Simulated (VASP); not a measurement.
# Rh (P2_1/m) in VASP: notebook, part 2 of 2

VASP 6.6.1. The steps go on from the part before.

**3. Single point, r2SCAN**

File POSCAR:

```
Rh
1.0
    2.6917446200      0.0269174462      0.0000000000
   -1.3225611178      2.3176604969      0.0000000000
    0.0000000000      0.0000000000      8.7980701300
Rh
4
Direct
    0.0000000000      0.0000000000      0.0000000000
    0.3333333333      0.6666666667      0.2500000000
    0.0000000000      0.0000000000      0.5000000000
    0.6666666667      0.3333333333      0.7500000000
```

File INCAR.step1:

```
  PREC = Accurate
  ENCUT = 520
  ISMEAR = -1
  SIGMA = 0.1
  LREAL = F
  LASPH = T
  NELM = 100
  NBANDS = 38
  GGA = PE
  ALGO = Normal
  EDIFF = 1E-4
  LWAVE = T
  LCHARG = F
```

File INCAR.step2:

```
  PREC = Accurate
  ENCUT = 520
  EDIFF = 1E-7
  ISMEAR = -1
  SIGMA = 0.1
  LREAL = F
  LASPH = T
  NELM = 100
  ALGO = Normal
  ISIF = 2
  LWAVE = F
  LCHARG = F
  METAGGA = R2SCAN
  LMIXTAU = T
  NBANDS = 38
  ISTART = 1
```

File KPOINTS:

```
regular mesh
0
Gamma
  15 15 4
```

Potentials or basis: VASP PAW PBE potentials, release 64 (Rh_pv).

Started as:

```bash
cat potpaw_PBE.64/Rh_pv/POTCAR > POTCAR
cp INCAR.step1 INCAR
mpirun -np 1 vasp_std > vasp.out
cp INCAR.step2 INCAR
mpirun -np 1 vasp_std > vasp.out
```

OUTCAR:

```text
PREC = Accurate
   ENCUT = 520
   EDIFF = 1E-7
   ISMEAR = -1
   LREAL = F
   LASPH = T
   NELM = 100
   ISIF = 2
   METAGGA = R2SCAN
   ISTART = 1

 ion  position               nearest neighbor table
   1  0.000  0.000  0.000-   2 2.69   4 2.69   2 2.69   4 2.69   4 2.70   2 2.70
   2  0.333  0.667  0.250-   1 2.69   3 2.69   1 2.69   3 2.69   1 2.70   3 2.70
   3  0.000  0.000  0.500-   2 2.69   4 2.69   2 2.69   4 2.69   4 2.70   2 2.70
   4  0.667  0.333  0.750-   1 2.69   3 2.69   1 2.69   3 2.69   1 2.70   3 2.70

  Warning from LATTYP: Monoclinic adjustment (A1->A3, A2->A1, A3->A2)!
  LATTYP: Found a simple monoclinic cell.
 ALAT       =     2.6684673671
 B/A-ratio  =     3.2970499241
 C/A-ratio  =     1.0087735144
 COS(beta)  =    -0.4869160345

  Lattice vectors:

 A1 = (  -1.3225611178,   2.3176604969,   0.0000000000)
 A2 = (   0.0000000000,   0.0000000000,   8.7980701300)
 A3 = (   2.6917446200,   0.0269174462,   0.0000000000)

Analysis of symmetry for initial positions (statically):
=====================================================================
 Subroutine PRICEL returns:
 Original cell was already a primitive cell.

 Routine SETGRP: Setting up the symmetry group for a
 simple monoclinic supercell.

 Subroutine GETGRP returns: Found  4 space group operations
 (whereof  2 operations were pure point group operations)
 out of a pool of  4 trial point group operations.

The static configuration has the point symmetry S_2 .
 The point group associated with its full space group is C_2h.

Analysis of symmetry for dynamics (positions and initial velocities):
=====================================================================
 Subroutine PRICEL returns:
 Original cell was already a primitive cell.

 Routine SETGRP: Setting up the symmetry group for a
 simple monoclinic supercell.

 Subroutine GETGRP returns: Found  4 space group operations
 (whereof  2 operations were pure point group operations)
 out of a pool of  4 trial point group operations.

The dynamic configuration has the point symmetry S_2 .
 The point group associated with its full space group is C_2h.

 Subroutine INISYM returns: Found  4 space group operations
 (whereof  2 operations are pure point group operations),
 and found     1 'primitive' translations

----------------------------------------------------------------------------------------

                                     Primitive cell

  volume of cell :      55.2004

  direct lattice vectors                    reciprocal lattice vectors
     2.691744620  0.026917446  0.000000000     0.369398316  0.210795261  0.000000000
    -1.322561118  2.317660497  0.000000000    -0.004290214  0.429021391  0.000000000
     0.000000000  0.000000000  8.798070130     0.000000000  0.000000000  0.113661290

  length of vectors
     2.691879204  2.668467367  8.798070130     0.425311366  0.429042841  0.113661290

  position of ions in fractional coordinates (direct lattice)
     0.000000000  0.000000000  0.000000000
     0.333333333  0.666666667  0.250000000
     0.000000000  0.000000000  0.500000000
     0.666666667  0.333333333  0.750000000

  ion indices of the primitive-cell ions
   primitive index   ion index
                 1           1
                 2           2
                 3           3
                 4           4

----------------------------------------------------------------------------------------

 KPOINTS: regular mesh

Automatic generation of k-mesh.
 Grid dimensions read from file:
 generate k-points for:   15   15    4

 Generating k-lattice:

  Cartesian coordinates                     Fractional coordinates (reciprocal lattice)
     0.024626554  0.014053017  0.000000000     0.066666667 -0.000000000  0.000000000
    -0.000286014  0.028601426  0.000000000     0.000000000  0.066666667  0.000000000
     0.000000000  0.000000000  0.028415322     0.000000000  0.000000000  0.250000000

  Length of vectors
     0.028354091  0.028602856  0.028415322

  Shift w.r.t. Gamma in fractional coordinates (k-lattice)
     0.000000000  0.000000000  0.000000000

 Subroutine IBZKPT returns following result:
 ===========================================

 Found    339 irreducible k-points:

 Following reciprocal coordinates:
            Coordinates               Weight
  0.000000  0.000000  0.000000      1.000000
  0.066667 -0.000000  0.000000      2.000000
  0.133333 -0.000000  0.000000      2.000000
  0.200000 -0.000000  0.000000      2.000000
  0.266667 -0.000000  0.000000      2.000000
  0.333333  0.000000  0.000000      2.000000
[... 16 lines left out ...]
 -0.066667  0.066667  0.000000      2.000000
  0.000000  0.133333  0.000000      2.000000
 [... further k-points ...]
   k-points           NKPTS =    339   k-points in BZ     NKDIM =    339   number of bands    NBANDS=     38
   number of dos      NEDOS =    301   number of ions     NIONS =      4
   total plane-waves  NPLWV =  28000
   dimension x,y,z NGX =    20 NGY =   20 NGZ =   70
   dimension x,y,z NGXF=    40 NGYF=   40 NGZF=  140
   ions per type =               4
   NGX,Y,Z   is equivalent  to a cutoff of  12.35, 12.46, 13.23 a.u.
   NGXF,Y,Z  is equivalent  to a cutoff of  24.70, 24.92, 26.45 a.u.
 SYSTEM =  unknown system
   PREC   = accura    normal or accurate (medium, high low for compatibility)
   ISTART =      1    job   : 0-new  1-cont  2-samecut
   ICHARG =      0    charge: 1-file 2-atom 10-const
   ISPIN  =      1    spin polarized calculation?
   LNONCOLLINEAR =      F non collinear calculations
   LSORBIT =      F    spin-orbit coupling
   LASPH  =      T    aspherical Exc in radial PAW
   ENCUT  =  520.0 eV  38.22 Ry    6.18 a.u.   5.01  4.96 16.36*2*pi/ulx,y,z
   NELM   =    100;   NELMIN=  2; NELMDL=  0     # of ELM steps
   EDIFF  = 0.1E-06   stopping-criterion for ELM
   LREAL  =      F    real-space projection
   EDIFFG = 0.1E-05   stopping-criterion for IOM
   NSW    =      0    number of steps for IOM
   IBRION =     -1    ionic relax: 0-MD 1-quasi-New 2-CG
   NFREE  =      0    steps in history (QN), initial steepest desc. (CG)
   ISIF   =      2    stress and relaxation
   ISYM   =      2    0-nonsym 1-usesym 2-fastsym
   POTIM  = 0.5000    time-step for ionic-motion
   TEBEG  =    0.0;   TEEND  =   0.0 temperature during run
   PSTRESS=    0.0 pullay stress
   NELECT =      60.0000    total number of electrons
   NUPDOWN=      -1.0000    fix difference up-down
   EMIN   =  10.00;   EMAX   =-10.00  energy-range for DOS
   EFERMI =   0.00;   METHOD = LEGACY
   ISMEAR =    -1;   SIGMA  =   0.10  broadening in eV -4-tet -1-fermi 0-gaus
   EFERMI_NEDOS =   21; number of points for ismear=-14 and -15
   IALGO  =     38    algorithm
   IMIX   =      4    mixing-type and parameters
     AMIX     =   0.40;   BMIX     =  1.00
     AMIX_MAG =   1.60;   BMIX_MAG =  1.00
  volume/ion in A,a.u.               =      13.80        93.13
  Fermi-wavevector in a.u.,A,eV,Ry     =   1.683234  3.180851 38.549066  2.833276
  Thomas-Fermi vector in A             =   2.766471
   LORBIT       =      0    0 simple, 1 ext, 2 COOP (PROOUT), +10 PAW based schemes
   METAGGA = R2SCAN    functional components
   LHFCALC =     F    Hartree Fock is set to
   AEXX    =    0.0000 exact exchange contribution
   IVDW    =     0    specifies the selected vdW correction
   LEPSILON=     F    determine dielectric tensor
   LRPA    =     F    only Hartree local field effects (RPA)
 non-spin polarized calculation
  energy-cutoff  :      520.00
  volume of cell :       55.20
 maximum number of plane-waves:      1517
   NGX =  9   NGY =  9   NGZ = 33

 number of electron      59.9999994 magnetization

 Free energy of the ion-electron system (eV)
  ---------------------------------------------------
  ext. energy  EPLUGINS =         0.00000000
  ---------------------------------------------------
  free energy    TOTEN  =       -96.53975646 eV

  energy without entropy =      -96.35787674  energy(sigma->0) =      -96.44881660

 E-fermi :  11.6862     XC(G=0): -15.1771

 val. band max:       11.6842175124   @ k =   0.1333   0.2667   0.0000
 cond. band min:      11.6867550235   @ k =   0.3333   0.2000   0.5000
 fundamental gap:      0.0025375112
 Fermi energy:        11.6861591383

 k-point     1 :       0.0000    0.0000    0.0000
  band No.  band energies     occupation
      1     -36.8776      2.00000
      2     -36.4999      2.00000
      3     -36.4944      2.00000
      4     -36.2143      2.00000
      5     -36.2063      2.00000
      6     -36.1715      2.00000
[... 30 lines left out ...]
     37      20.6708      0.00000
     38      26.8274      0.00000
[... 941 lines left out ...]
     37      20.5823      0.00000
     38      27.4308      0.00000

 [... further k-points ...]
[... 5 lines left out ...]
  --------------------------------------------------------------------------------------
  -------------------------------------------------------------------------------------
  Total        0.2046181      0.2598242     -0.0308268     -1.1135961      0.0000000      0.0000000
  in kB        5.9389867      7.5413272     -0.8947388    -32.3218314      0.0000000      0.0000000
  external PRESSURE =       4.1951917 kB  Pullay stress =       0.0000000 kB

 VOLUME and BASIS-vectors are now :
 -----------------------------------------------------------------------------
  energy-cutoff  :      520.00
  volume of cell :       55.20
      direct lattice vectors                 reciprocal lattice vectors
     2.691744620  0.026917446  0.000000000     0.369398316  0.210795261  0.000000000
    -1.322561118  2.317660497  0.000000000    -0.004290214  0.429021391  0.000000000
     0.000000000  0.000000000  8.798070130     0.000000000  0.000000000  0.113661290

 POSITION                                       TOTAL-FORCE (eV/Angst)
 -----------------------------------------------------------------------------------
      0.00000      0.00000      0.00000        -0.000000      0.000000      0.000000
      0.01554      1.55408      2.19952         0.037815     -0.000488      0.000000
      0.00000      0.00000      4.39904        -0.000000      0.000000      0.000000
      1.35364      0.79050      6.59855        -0.037815      0.000488     -0.000000
 -----------------------------------------------------------------------------------
    total drift:                                0.000000     -0.000000      0.000000

  FREE ENERGIE OF THE ION-ELECTRON SYSTEM (eV)
  ---------------------------------------------------
  free  energy   TOTEN  =       -96.5397564571 eV

  energy  without entropy=      -96.3578767380  energy(sigma->0) =      -96.44881660
```

Run time: 57 min. Hardware: 1 thread of Oxide Virtual Turin-like, shared host; peak memory 0.52 GiB.

Results:

| Quantity | Value |
| --- | --- |
| Free energy | -96.5398 eV |
| Pressure | 0.4 GPa |
| Largest force | 0.038 eV/Å |
| Band gap on the k mesh | zero (bands 30 and 31 overlap by 1.99 eV) |

Forces in eV/Å, atoms in the order of the input:
```
Rh   0.000  0.000  0.000
Rh   0.038  0.000  0.000
Rh   0.000  0.000  0.000
Rh  -0.038  0.000  0.000
```

Stress tensor (GPa, compression positive):
```
 0.59 -3.23  0.00
-3.23  0.75  0.00
 0.00  0.00 -0.09
```

Levels at points of the mesh, in eV from the Fermi level:
```csv
k point,band 28,band 29,band 30,band 31,band 32,band 33
"(0.00, 0.00, 0.00)",-1.57,-1.46,-0.92,-0.85,-0.41,-0.33
"(0.00, 0.00, 0.50)",-1.24,-1.14,-1.14,-1.05,-1.05,0.04
```

Caveat: the PAW data sets were made with another functional, which shifts forces and pressure a little.
